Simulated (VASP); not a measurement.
# BN (F-43m) in VASP: a series of runs, part 3 of 3

VASP 6.6.1. The steps go on from the part before.

## 4. Vibrations by perturbation theory, PBE

This run uses another cell than the first one, of 5.95 Å³/atom, 1.046 times its volume.

INCAR

```
SYSTEM = BN
PREC = Accurate
ENCUT = 520
EDIFF = 1E-8
ISMEAR = 0
SIGMA = 0.01
LREAL = .FALSE.
LASPH = .TRUE.
NELM = 80
ALGO = Normal
ISIF = 2
LWAVE = .FALSE.
LCHARG = .FALSE.
GGA = PE
IBRION = 8
NSW = 1
LEPSILON = .TRUE.
```

KPOINTS

```
Automatic mesh
0
G
  12 12 12
  0 0 0
```

POSCAR

```
BN
1.0
    0.0000000000      1.8123386232      1.8123386232
    1.8123386232      0.0000000000      1.8123386232
    1.8123386232      1.8123386232      0.0000000000
B N
1 1
Direct
    0.0000000000      0.0000000000      0.0000000000
    0.7500000000      0.7500000000      0.7500000000
```

Potentials or basis: VASP PAW PBE potentials, release 64 (B, N).

On the command line:

```
cat potpaw_PBE.64/B/POTCAR potpaw_PBE.64/N/POTCAR > POTCAR
mpirun -np 1 vasp_std > vasp.out
```

OUTCAR:

```text
SYSTEM = BN
   PREC = Accurate
   ENCUT = 520
   EDIFF = 1E-8
   ISMEAR = 0
   LREAL = .FALSE.
   LASPH = .TRUE.
   NELM = 80
   ISIF = 2
   GGA = PE
   IBRION = 8
   NSW = 1
   LEPSILON = .TRUE.

 ion  position               nearest neighbor table
   1  0.000  0.000  0.000-   2 1.57   2 1.57   2 1.57   2 1.57
   2  0.750  0.750  0.750-   1 1.57   1 1.57   1 1.57   1 1.57

  LATTYP: Found a face centered cubic cell.
 ALAT       =     3.6246772464

  Lattice vectors:

 A1 = (   0.0000000000,   1.8123386232,   1.8123386232)
 A2 = (   1.8123386232,   0.0000000000,   1.8123386232)
 A3 = (   1.8123386232,   1.8123386232,   0.0000000000)

Analysis of symmetry for initial positions (statically):
=====================================================================
 Subroutine PRICEL returns:
 Original cell was already a primitive cell.

 Routine SETGRP: Setting up the symmetry group for a
 face centered cubic supercell.

 Subroutine GETGRP returns: Found 24 space group operations
 (whereof 24 operations were pure point group operations)
 out of a pool of 48 trial point group operations.

The static configuration has the point symmetry T_d .

Analysis of symmetry for dynamics (positions and initial velocities):
=====================================================================
 Subroutine PRICEL returns:
 Original cell was already a primitive cell.

 Routine SETGRP: Setting up the symmetry group for a
 face centered cubic supercell.
[... 522 lines left out ...]

 PIEZOELECTRIC TENSOR (including local field effects)  for field in x, y, z        (C/m^2)
          XX          YY          ZZ          XY          YZ          ZX
  --------------------------------------------------------------------------------
  x    -0.00000    -0.00000    -0.00000     0.00000     1.03944     0.00000
  y    -0.00000     0.00000    -0.00000     0.00000     0.00000     1.03944
  z    -0.00000    -0.00000     0.00000     1.03944     0.00000     0.00000

 BORN EFFECTIVE CHARGES (including local field effects) (in |e|, cummulative output)
 ---------------------------------------------------------------------------------
 ion    1
    1     1.91136     0.00000    -0.00000
    2     0.00000     1.91136     0.00000
    3    -0.00000     0.00000     1.91136
 ion    2
    1    -1.91136     0.00000     0.00000
    2     0.00000    -1.91136    -0.00000
    3     0.00000    -0.00000    -1.91136

 INTERNAL STRAIN TENSOR FOR ION    2 for displacements in x,y,z  (eV/Angst):
          X           Y           Z          XY          YZ          ZX
  --------------------------------------------------------------------------------
  x     0.00000     0.00000     0.00000     0.00000     1.45555     0.00000
  y     0.00000    -0.00000     0.00000     0.00000     0.00000     1.45555
  z     0.00000     0.00000     0.00000     1.45555     0.00000     0.00000

 SECOND DERIVATIVES (NOT SYMMETRIZED)
 ------------------------------------
               1X          1Y          1Z          2X          2Y          2Z
  1X   -23.771006    0.000000    0.000000   23.771006    0.000000    0.000000
  1Y     0.000000  -23.771006    0.000000    0.000000   23.771006    0.000000
  1Z     0.000000    0.000000  -23.771006    0.000000    0.000000   23.771006
  2X    23.768868    0.000000    0.000000  -23.768868    0.000000    0.000000
  2Y     0.000000   23.768868    0.000000    0.000000  -23.768868    0.000000
  2Z     0.000000    0.000000   23.768868    0.000000    0.000000  -23.768868

 Eigenvectors and eigenvalues of the dynamical matrix
 ----------------------------------------------------

   1 f  =   30.859183 THz   193.893964 2PiTHz 1029.351541 cm-1   127.623268 meV
             X         Y         Z           dx          dy          dz
      0.000000  0.000000  0.000000    -0.751203    0.000000    0.000000
      2.718508  2.718508  2.718508     0.660072    0.000000    0.000000
[... 21 lines left out ...]
   6 f/i=    0.000688 THz     0.004325 2PiTHz    0.022963 cm-1     0.002847 meV
             X         Y         Z           dx          dy          dz
      0.000000  0.000000  0.000000     0.000000    0.320910    0.576812
      2.718508  2.718508  2.718508     0.000000    0.365215    0.656448

--------------------------------------------------------------------------------------------------------

 MACROSCOPIC STATIC DIELECTRIC TENSOR IONIC CONTRIBUTION
 ------------------------------------------------------
           2.336000    -0.000000    -0.000000
          -0.000000     2.336000     0.000000
          -0.000000     0.000000     2.336000
 ------------------------------------------------------

 ELASTIC MODULI CONTR FROM IONIC RELAXATION (kBar)
 Direction    XX          YY          ZZ          XY          YZ          ZX
 --------------------------------------------------------------------------------
 XX          -0.0000      0.0000      0.0000      0.0000     -0.0000      0.0000
 YY           0.0000     -0.0000      0.0000      0.0000      0.0000      0.0000
 ZZ           0.0000      0.0000     -0.0000     -0.0000      0.0000      0.0000
 XY           0.0000      0.0000     -0.0000    -10.6901      0.0000      0.0000
 YZ          -0.0000      0.0000      0.0000      0.0000    -10.6901      0.0000
 ZX           0.0000      0.0000      0.0000      0.0000      0.0000    -10.6901
 --------------------------------------------------------------------------------

 PIEZOELECTRIC TENSOR IONIC CONTR  for field in x, y, z        (C/m^2)
          XX          YY          ZZ          XY          YZ          ZX
  --------------------------------------------------------------------------------
  x    -0.00000     0.00000     0.00000     0.00000    -0.14870     0.00000
  y     0.00000     0.00000    -0.00000    -0.00000     0.00000    -0.14870
  z     0.00000     0.00000    -0.00000    -0.14870     0.00000    -0.00000
```

It took 1.9 min on 1 thread of Intel Xeon Platinum 8488C (Sapphire Rapids), shared host; peak memory 0.18 GiB.

Results:

| Property | Result |
| --- | --- |
| Electronic dielectric tensor (diagonal) | 4.61 |
| Born charges (mean of the diagonal) | B +1.91; N -1.91 e |
| Highest phonon frequency at Γ, LO-TO splitting left out | 1029 cm⁻¹ |

Phonon frequencies in cm⁻¹ (negative: imaginary):
```csv
q point,frequencies
"(0.000, 0.000, 0.000)",0 0 0 1029 1029 1029
```

Electronic dielectric tensor:
```
4.61 0.00 0.00
0.00 4.61 0.00
0.00 0.00 4.61
```

Born effective charge tensors (e):
atom 1, B
```
1.91 0.00 0.00
0.00 1.91 0.00
0.00 0.00 1.91
```
atom 2, N
```
-1.91  0.00  0.00
 0.00 -1.91  0.00
 0.00  0.00 -1.91
```

## 5. Vibrations by perturbation theory, PBE (phonons at volume x 0.98)

INCAR

```
SYSTEM = BN
  PREC = Accurate
  ENCUT = 520
  EDIFF = 1E-8
  ISMEAR = 0
  SIGMA = 0.01
  LREAL = .FALSE.
  LASPH = .TRUE.
  NELM = 80
  ALGO = Normal
  ISIF = 2
  LWAVE = .FALSE.
  LCHARG = .FALSE.
  GGA = PE
  NBANDS = 11
  IBRION = 8
  NSW = 1
  LEPSILON = .TRUE.
```

KPOINTS

```
regular mesh
0
G
  12 12 12
  0 0 0
```

POSCAR

```
BN
1.0
    0.0000000000      1.8001749103      1.8001749103
    1.8001749103      0.0000000000      1.8001749103
    1.8001749103      1.8001749103      0.0000000000
B N
1 1
Direct
    0.0000000000      0.0000000000      0.0000000000
    0.7500000000      0.7500000000      0.7500000000
```

Potentials or basis: VASP PAW PBE potentials, release 64 (B, N).

On the command line:

```
cat potpaw_PBE.64/B/POTCAR potpaw_PBE.64/N/POTCAR > POTCAR
mpirun -np 1 vasp_std > vasp.out
```

OUTCAR:

```text
SYSTEM = BN
   PREC = Accurate
   ENCUT = 520
   EDIFF = 1E-8
   ISMEAR = 0
   LREAL = .FALSE.
   LASPH = .TRUE.
   NELM = 80
   ISIF = 2
   GGA = PE
   IBRION = 8
   NSW = 1
   LEPSILON = .TRUE.

 ion  position               nearest neighbor table
   1  0.000  0.000  0.000-   2 1.56   2 1.56   2 1.56   2 1.56
   2  0.750  0.750  0.750-   1 1.56   1 1.56   1 1.56   1 1.56

  LATTYP: Found a face centered cubic cell.
[... 665 lines left out ...]
      2.700262  2.700262  2.700262     0.000000   -0.660063    0.000000
[... 21 lines left out ...]
   6 f/i=    0.001054 THz     0.006625 2PiTHz    0.035174 cm-1     0.004361 meV
             X         Y         Z           dx          dy          dz
      0.000000  0.000000  0.000000     0.000000    0.000000   -0.660063
      2.700262  2.700262  2.700262     0.000000    0.000000   -0.751210

--------------------------------------------------------------------------------------------------------

 MACROSCOPIC STATIC DIELECTRIC TENSOR IONIC CONTRIBUTION
 ------------------------------------------------------
           2.246727     0.000000     0.000000
           0.000000     2.246727    -0.000000
           0.000000    -0.000000     2.246727
 ------------------------------------------------------

 ELASTIC MODULI CONTR FROM IONIC RELAXATION (kBar)
 Direction    XX          YY          ZZ          XY          YZ          ZX
 --------------------------------------------------------------------------------
 XX          -0.0000     -0.0000     -0.0000      0.0000      0.0000     -0.0000
 YY          -0.0000     -0.0000     -0.0000      0.0000      0.0000      0.0000
 ZZ          -0.0000     -0.0000     -0.0000      0.0000      0.0000     -0.0000
 XY           0.0000      0.0000      0.0000    -30.6795      0.0000      0.0000
 YZ           0.0000      0.0000      0.0000      0.0000    -30.6795      0.0000
 ZX          -0.0000      0.0000     -0.0000      0.0000      0.0000    -30.6795
 --------------------------------------------------------------------------------

 PIEZOELECTRIC TENSOR IONIC CONTR  for field in x, y, z        (C/m^2)
          XX          YY          ZZ          XY          YZ          ZX
  --------------------------------------------------------------------------------
  x     0.00000     0.00000     0.00000    -0.00000    -0.24704    -0.00000
  y    -0.00000     0.00000    -0.00000     0.00000    -0.00000    -0.24704
  z     0.00000     0.00000    -0.00000    -0.24704     0.00000     0.00000
```

It took 2.3 min on 1 thread of Intel Xeon Platinum 8488C (Sapphire Rapids), shared host; peak memory 0.2 GiB.

What came out:

```
Electronic dielectric tensor (diagonal)                 : 4.59
Born charges (mean of the diagonal)                     : B +1.90; N -1.90 e
Highest phonon frequency at Γ, LO-TO splitting left out : 1055 cm⁻¹
```

Phonon frequencies in cm⁻¹ (negative: imaginary):
```csv
q point,frequencies
"(0.000, 0.000, 0.000)",0 0 0 1055 1055 1055
```

Electronic dielectric tensor:
```
4.59 0.00 0.00
0.00 4.59 0.00
0.00 0.00 4.59
```

Born effective charge tensors (e):
atom 1, B
```
1.90 0.00 0.00
0.00 1.90 0.00
0.00 0.00 1.90
```
atom 2, N
```
-1.90  0.00  0.00
 0.00 -1.90  0.00
 0.00  0.00 -1.90
```

Caveat: the cell differs from its parent crystal (phonons at volume x 0.98); the cell wasn't relaxed at this level first, which shifts response properties.
